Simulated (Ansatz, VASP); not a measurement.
# HC20 in VASP and in Ansatz

The input INCAR:

```
PREC = Accurate ; ENCUT = 520
EDIFF = 1E-6 ; ISMEAR = 0
SIGMA = 0.1 ; LREAL = Auto
LASPH = True ; NELM = 80
ALGO = Normal ; ISIF = 2
LWAVE = False ; LCHARG = False
LDIPOL = True ; IDIPOL = 3
DIPOL = 0.5 0.5 0.305 ; GGA = PE
IVDW = 12 ; NBANDS = 56
```

Contents of KPOINTS:

```
Automatic mesh
0
Gamma
  6 4 1
```

POSCAR

```
HC20
1.0
    4.9292027291      0.0000000000      0.0000000000
    0.0000000000      6.8054113579      0.0000000000
    0.0000000000      0.0000000000     22.2346643469
C H
20 1
Direct
    0.3122885183      0.2500141188      0.1798992752
    0.8122885183      0.2500141188      0.1798992752
    0.0622635010      0.2500141188      0.2119095571
    0.5622635010      0.2500141188      0.2119095571
    0.1871989222      0.7499858812      0.2279080302
    0.6871989222      0.7499858812      0.2279080302
    0.4371739048      0.7499858812      0.2599183120
    0.9371739048      0.7499858812      0.2599183120
    0.0621093260      0.2500141188      0.2759167852
    0.5621093260      0.2500141188      0.2759167852
    0.3120409925      0.2500133946      0.3071026518
    0.8120409925      0.2500133946      0.3071026518
    0.4371093881      0.7499905632      0.3309339292
    0.9371093881      0.7499905632      0.3309339292
    0.1866551682      0.7499900467      0.3565506911
    0.6866551682      0.7499900467      0.3565506911
    0.3119519864      0.2500147752      0.3740490919
    0.8119519864      0.2500147752      0.3740490919
    0.0621664184      0.2500173699      0.4018349100
    0.5621664184      0.2500173699      0.4018349100
    0.3954997517      0.5833507033      0.5502518120
```

Input for Ansatz:

```yaml
crystal:
  lattice:
    - [4.9292027291, 0.0, 0.0]
    - [0.0, 6.8054113579, 0.0]
    - [0.0, 0.0, 22.2346643469]
  atoms:
    - { symbol: C, position: [0.3122885183, 0.2500141188, 0.1798992752] }
    - { symbol: C, position: [0.8122885183, 0.2500141188, 0.1798992752] }
    - { symbol: C, position: [0.062263501, 0.2500141188, 0.2119095571] }
    - { symbol: C, position: [0.562263501, 0.2500141188, 0.2119095571] }
    - { symbol: C, position: [0.1871989222, 0.7499858812, 0.2279080302] }
    - { symbol: C, position: [0.6871989222, 0.7499858812, 0.2279080302] }
    - { symbol: C, position: [0.4371739048, 0.7499858812, 0.259918312] }
    - { symbol: C, position: [0.9371739048, 0.7499858812, 0.259918312] }
    - { symbol: C, position: [0.062109326, 0.2500141188, 0.2759167852] }
    - { symbol: C, position: [0.562109326, 0.2500141188, 0.2759167852] }
    - { symbol: C, position: [0.3120409925, 0.2500133946, 0.3071026518] }
    - { symbol: C, position: [0.8120409925, 0.2500133946, 0.3071026518] }
    - { symbol: C, position: [0.4371093881, 0.7499905632, 0.3309339292] }
    - { symbol: C, position: [0.9371093881, 0.7499905632, 0.3309339292] }
    - { symbol: C, position: [0.1866551682, 0.7499900467, 0.3565506911] }
    - { symbol: C, position: [0.6866551682, 0.7499900467, 0.3565506911] }
    - { symbol: C, position: [0.3119519864, 0.2500147752, 0.3740490919] }
    - { symbol: C, position: [0.8119519864, 0.2500147752, 0.3740490919] }
    - { symbol: C, position: [0.0621664184, 0.2500173699, 0.40183491] }
    - { symbol: C, position: [0.5621664184, 0.2500173699, 0.40183491] }
    - { symbol: H, position: [0.3954997517, 0.5833507033, 0.550251812] }
basis:
  ecutwfc: 420
kpoints:
  mp_grid: { grid: [6, 4, 1] }
hamiltonian:
  xc: pbe
  pseudopotentials: { kind: paw, azcp: { folder: soft_1 } }
  dispersion: d3bj
scf:
  occupations: { method: gaussian, width: 0.1 }
output:
  forces: true
  eigenvalues: true
efield:
  axis: 3
  dipole_correction: true
  ramp_width: 0.04
```

Alike in both runs: task single point; functional PBE; dispersion D3(BJ); k mesh 6 × 4 × 1; occupations gaussian, width 0.1 eV; no spin polarisation.

```csv
,VASP,Ansatz
version,VASP 6.6.1,Ansatz 0.2.0
potentials or method,"VASP PAW PBE potentials, release 64 (C, H), cutoff 520 eV","scalar-relativistic, plane waves, PAW"
valence electrons in the cell,81,81
```

|  | VASP | Ansatz | Ansatz less VASP |
| --- | --- | --- | --- |
| gap on the k mesh at the Fermi level (eV) | none | none | - |
| rms of the force components (eV/Å) | 1.094 | 1.102 | +0.0074 |

Atom by atom the forces differ by 0.012 eV/Å (rms over components). A gap of «none» marks a metal or a gap that the smearing closes. Ansatz's warnings: vacuum below fermi.
